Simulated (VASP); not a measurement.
## LiHf32O64 (a cell with a defect) (Li interstitial hop between voids): single point with PBE

Crystal: LiHf32O64 (a cell with a defect) (Li interstitial hop between voids).

```
Hf O Li
1.0
    10.32324    0.00000   -0.01007
     0.00000   10.42499    0.00000
    -1.78582    0.00000   10.55519
Hf O Li
32 64 1
Direct
  0.13789 0.22994 0.35505
  0.35968 0.48034 0.39648
  0.36285 0.26994 0.14778
  0.13789 0.02066 0.10496
  0.13399 0.22900 0.85835
  0.36011 0.48185 0.90039
  0.34904 0.27527 0.65883
  0.13726 0.02201 0.60389
  0.13811 0.72912 0.35389
  0.36249 0.97737 0.39547
  0.36264 0.77203 0.14587
  0.13795 0.52191 0.10491
  0.13679 0.72979 0.85430
  0.36199 0.97852 0.89617
  0.36211 0.77244 0.64628
  0.13548 0.52443 0.60451
  0.65050 0.22756 0.34405
  0.86271 0.47922 0.39579
  0.86479 0.27146 0.14172
  0.63894 0.01975 0.10036
  0.63677 0.23018 0.85129
  0.86136 0.48003 0.89469
  0.86173 0.27146 0.64435
  0.63956 0.02072 0.60367
  0.63784 0.72811 0.35367
  0.86400 0.97707 0.39544
  0.86213 0.77123 0.14543
  0.63764 0.52206 0.10350
  0.63697 0.72814 0.85356
  0.86096 0.97851 0.89508
  0.86091 0.77168 0.64561
  0.63619 0.52107 0.60313
  0.22081 0.37326 0.49296
  0.27642 0.12115 0.26322
  0.27534 0.12833 0.01348
  0.22670 0.37948 0.24187
  0.03632 0.16661 0.17318
  0.46561 0.41584 0.07996
  0.46785 0.32885 0.33277
  0.03679 0.08435 0.42362
  0.22397 0.37069 0.99239
  0.27346 0.12390 0.76418
  0.28091 0.13401 0.51301
  0.21821 0.38346 0.74467
  0.03454 0.16645 0.67400
  0.46394 0.40773 0.57403
  0.46348 0.33716 0.82886
  0.03263 0.08464 0.92460
  0.22555 0.87302 0.48840
  0.27553 0.62226 0.26170
  0.27530 0.62905 0.01255
  0.22503 0.87864 0.23899
  0.03376 0.66478 0.17431
  0.46665 0.91478 0.07469
  0.46732 0.83673 0.32561
  0.03289 0.58651 0.42427
  0.22427 0.87138 0.98880
  0.27490 0.62328 0.76203
  0.27507 0.62921 0.51148
  0.22463 0.88089 0.73838
  0.03261 0.66685 0.67390
  0.46771 0.91536 0.57551
  0.46597 0.83552 0.82531
  0.03427 0.58542 0.92379
  0.72278 0.36925 0.48576
  0.78117 0.11833 0.25645
  0.77526 0.12967 0.00784
  0.72573 0.37709 0.23557
  0.53659 0.16481 0.17112
  0.96646 0.41595 0.07530
  0.96526 0.33476 0.32563
  0.53619 0.08942 0.42305
  0.72383 0.37206 0.98598
  0.77304 0.12096 0.75828
  0.77825 0.12836 0.50755
  0.72302 0.37899 0.73614
  0.53075 0.17032 0.66712
  0.96403 0.41679 0.57671
  0.96289 0.33393 0.82676
  0.53353 0.08522 0.92016
  0.72477 0.87197 0.48819
  0.77499 0.62028 0.26125
  0.77514 0.62908 0.01080
  0.72444 0.87797 0.23798
  0.53377 0.66507 0.17433
  0.96522 0.91508 0.07599
  0.96675 0.83470 0.32579
  0.53173 0.58448 0.42355
  0.72395 0.87141 0.98734
  0.77445 0.62166 0.76049
  0.77350 0.62825 0.51119
  0.72333 0.87833 0.73779
  0.53175 0.66229 0.67407
  0.96678 0.91534 0.57616
  0.96518 0.83583 0.82561
  0.53257 0.58618 0.92534
  0.48197 0.23984 0.49151
```

```
Program                : VASP 6.6.1
Task                   : single point
Functional             : PBE
Potentials or basis    : VASP PAW PBE potentials, release 64 (Hf_pv, O, Li_sv)
Cutoff                 : 520 eV
k mesh                 : 1 × 1 × 1
Occupations            : fermi-dirac, width 0.01 eV
Spin                   : no spin polarisation
Dipole correction      : no
Charge                 : 1
Further INCAR settings : LREAL = Auto; ALGO = Normal; EDIFF = 1e-07; NBANDS = 408; NELECT = 706.0
```

| Quantity | Value |
| --- | --- |
| Largest force | 0.106 eV/Å |

Forces on the atoms (eV/Å):
```
Hf  -0.062 -0.017 -0.060
Hf   0.039  0.015  0.042
Hf   0.057  0.027  0.052
Hf  -0.059  0.017 -0.061
Hf  -0.063 -0.010 -0.055
Hf   0.053 -0.013  0.061
Hf   0.064 -0.018  0.083
Hf  -0.070  0.008 -0.061
Hf  -0.063 -0.009 -0.065
Hf   0.053 -0.032  0.043
Hf   0.060  0.010  0.057
Hf  -0.056  0.018 -0.066
Hf  -0.060 -0.024 -0.066
Hf   0.058 -0.024  0.063
Hf   0.055  0.015  0.069
Hf  -0.060  0.012 -0.056
Hf  -0.005 -0.004 -0.085
Hf   0.074 -0.008  0.051
Hf   0.059  0.031  0.053
Hf  -0.059  0.016 -0.066
Hf  -0.056 -0.012 -0.035
Hf   0.051 -0.026  0.064
Hf   0.064  0.030  0.067
Hf  -0.066  0.021 -0.068
Hf  -0.056 -0.011 -0.065
Hf   0.063 -0.026  0.064
Hf   0.065  0.019  0.058
Hf  -0.064  0.017 -0.057
Hf  -0.054 -0.019 -0.051
Hf   0.063 -0.022  0.065
Hf   0.056  0.017  0.063
Hf  -0.050  0.022 -0.050
O    0.040  0.008 -0.016
O   -0.036 -0.003  0.013
O   -0.041  0.004  0.013
O    0.039  0.005 -0.003
O    0.009  0.006  0.039
O   -0.018  0.001 -0.041
O   -0.023  0.021 -0.079
O    0.017  0.005  0.044
O    0.047  0.004 -0.012
O   -0.023  0.031  0.002
O   -0.042  0.007  0.011
O    0.061 -0.008 -0.013
O    0.010  0.001  0.034
O   -0.018  0.015 -0.013
O   -0.021 -0.002 -0.041
O    0.009 -0.003  0.038
O    0.046 -0.004 -0.005
O   -0.044 -0.006  0.021
O   -0.037 -0.009  0.007
O    0.042  0.002 -0.013
O    0.007  0.006  0.038
O   -0.010  0.011 -0.042
O   -0.021 -0.003 -0.030
O    0.014 -0.011  0.038
O    0.049  0.004 -0.008
O   -0.046 -0.001  0.008
O   -0.035 -0.007  0.001
O    0.052  0.005 -0.016
O    0.013  0.000  0.040
O   -0.009  0.007 -0.046
O   -0.015 -0.004 -0.042
O    0.008 -0.002  0.039
O    0.056 -0.004 -0.011
O   -0.077  0.020  0.032
O   -0.044  0.000  0.007
O    0.033 -0.022  0.003
O    0.032 -0.002  0.058
O   -0.014 -0.005 -0.033
O   -0.003 -0.004 -0.030
O    0.021 -0.056  0.054
O    0.055 -0.006 -0.013
O   -0.041  0.004 -0.004
O   -0.051 -0.004 -0.002
O    0.041 -0.003 -0.009
O   -0.004 -0.017  0.052
O   -0.013  0.000 -0.042
O   -0.004  0.002 -0.036
O    0.017  0.003  0.045
O    0.058 -0.002 -0.011
O   -0.049 -0.011  0.016
O   -0.044  0.009  0.008
O    0.046  0.000 -0.010
O    0.016  0.009  0.040
O   -0.009  0.004 -0.035
O   -0.011 -0.002 -0.036
O    0.013 -0.007  0.041
O    0.035  0.007 -0.007
O   -0.045  0.002  0.010
O   -0.052  0.000  0.009
O    0.050  0.006 -0.011
O    0.019  0.005  0.026
O   -0.004  0.012 -0.043
O   -0.016 -0.001 -0.038
O    0.012 -0.006  0.041
Li  -0.079 -0.033 -0.024
```

Levels at points of the mesh, in eV from the Fermi level:
| k point | band 350 | band 351 | band 352 | band 353 | band 354 | band 355 | band 356 | band 357 |
| --- | --- | --- | --- | --- | --- | --- | --- | --- |
| (0.00, 0.00, 0.00) | -0.69 | -0.48 | -0.35 | -0.26 | 3.71 | 4.02 | 4.05 | 4.13 |

Wall time 19 min on 1 thread of Intel(R) Xeon(R) Platinum 8488C (Sapphire Rapids) (shared host), peak memory 1.1 GiB.

Caveat: the k points lie up to 0.62 Å⁻¹ apart; the cell carries a net charge on a neutralising background, which shifts energy and pressure; the cell is charged against a uniform background, so pressure and absolute levels hang on convention; spin-orbit coupling is left out, which moves the levels of the heavy elements.
